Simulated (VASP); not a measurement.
Write the native input for VASP 6.6.1 that does the following.

```
Task                   : single point
Functional             : PBE
Potentials or basis    : VASP PAW PBE potentials, release 64 (Nb_sv)
Cutoff                 : 520 eV
k mesh                 : 15 × 15 × 8
Occupations            : fermi-dirac, width 0.08 eV
Spin                   : no spin polarisation
Dipole correction      : no
Further INCAR settings : ALGO = Normal; EDIFF = 1e-07; NBANDS = 20
```

The structure of Nb lies in POSCAR:

```
Nb
1.0
    2.8875250571      0.0000000000      0.0000000000
   -1.4437625285      2.5006700535      0.0000000000
    0.0000000000      0.0000000000      5.2862943585
Nb
2
Direct
    0.3333333333      0.6666666667      0.2500000000
    0.6666666667      0.3333333333      0.7500000000
```

This isn't the form of Nb at room conditions, which is bcc.

The input as run:

INCAR

```
SYSTEM = Nb
PREC = Accurate ; ENCUT = 520
EDIFF = 1E-7 ; ISMEAR = -1
SIGMA = 0.08 ; LREAL = .False.
LASPH = .True. ; NELM = 80
ALGO = Normal ; ISIF = 2
LWAVE = .False. ; LCHARG = .False.
GGA = PE ; NBANDS = 20
```

KPOINTS

```
regular mesh
0
Gamma
  15 15 8
  0 0 0
```

Potentials or basis: VASP PAW PBE potentials, release 64 (Nb_sv).

Command:

```console
$ cat potpaw_PBE.64/Nb_sv/POTCAR > POTCAR
$ mpirun -np 1 vasp_std > vasp.out
```

It gave:

| Property | Result |
| --- | --- |
| Pressure | -3.6 GPa |
| Band gap on the k mesh | zero (bands 13 and 14 overlap by 2.58 eV) |

Caveat: the cell stands under tension.

Run time: 84 s on 1 thread of Intel Xeon 8259CL (shared host), peak memory 0.22 GiB.
